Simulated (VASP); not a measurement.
Crystal: PbSe.

```
Pb Se
1.0
     3.80938    0.00000    0.00000
     0.00000    3.80938    0.00000
     0.00000    0.00000    3.80938
Pb Se
1 1
Direct
  0.00000 0.00000 0.00000
  0.50000 0.50000 0.50000
```

Base run:

```yaml
Program: VASP 6.6.1
Functional: PBE
Potentials_or_basis: VASP PAW PBE potentials, release 64 (Pb_d, Se)
Cutoff: 520 eV
k_mesh: 7 × 7 × 7
Occupations: fermi-dirac, width 0.05 eV
Spin: no spin polarisation
```

Its results: band gap on the k mesh zero (band 10 reaches 5.09 eV, above the bottom of band 11 at 5.02 eV); pressure -1.1 GPa.

Task: The run is repeated on the same cell with these changes: functional from PBE to HSE06; k mesh from 7 × 7 × 7 to 4 × 4 × 4. What comes out?

Result: Band gap on the k mesh zero (band 10 reaches 4.78 eV, above the bottom of band 11 at 4.55 eV); pressure -2.1 GPa.

Several settings changed at once, so the effect can't be laid on one alone.

Caveats: some runs use coarse meshes; spin-orbit coupling is left out, which moves the levels of the heavy elements; the PAW data sets were made with another functional, which shifts forces and pressure a little (some runs).
